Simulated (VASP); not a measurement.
Write the native input for VASP 6.6.1 that does the following.

```
Task                   : single point
Functional             : PBE
Potentials or basis    : VASP PAW PBE potentials, release 64 (Ga_d, N)
Cutoff                 : 520 eV
k mesh                 : 12 × 12 × 4
Occupations            : gaussian, width 0.01 eV
Spin                   : no spin polarisation
Dipole correction      : no
Further INCAR settings : ALGO = Normal; EDIFF = 1e-06; NBANDS = 26
```

The structure of GaN lies in POSCAR:

```
GaN
1.0
    3.1800000000      0.0000000000      0.0000000000
   -1.5900000000      2.7539600000      0.0000000000
    0.0000000000      0.0000000000      5.1660000000
Ga N
2 2
Direct
    0.3333333333      0.6666666667      0.0000000000
    0.6666666667      0.3333333333      0.5000000000
    0.3333333333      0.6666666667      0.3750000000
    0.6666666667      0.3333333333      0.8750000000
```

The input as run:

INCAR

```
SYSTEM = GaN
  ALGO = Normal
  EDIFF = 1E-6
  ENCUT = 520
  GGA = PE
  ISIF = 2
  ISMEAR = 0
  LASPH = .TRUE.
  LCHARG = .FALSE.
  LREAL = .FALSE.
  LWAVE = .FALSE.
  NBANDS = 26
  NELM = 80
  PREC = Accurate
  SIGMA = 0.01
```

KPOINTS

```
k-points
0
G
  12 12 4
  0 0 0
```

Potentials or basis: VASP PAW PBE potentials, release 64 (Ga_d, N).

The run is started by

```console
$ cat potpaw_PBE.64/Ga_d/POTCAR potpaw_PBE.64/N/POTCAR > POTCAR
$ mpirun -np 1 vasp_std > vasp.out
```

Results of the run:

| Property | Result |
| --- | --- |
| Pressure | 7.3 GPa |
| Largest force | 0.134 eV/Å |
| Band gap on the k mesh | 1.97 eV, direct |

Wall time 40 s on 1 thread of Intel(R) Xeon(R) Platinum 8259CL CPU @ 2.50GHz (Skylake/Cascade Lake), with other jobs on the host, peak memory 0.19 GiB.
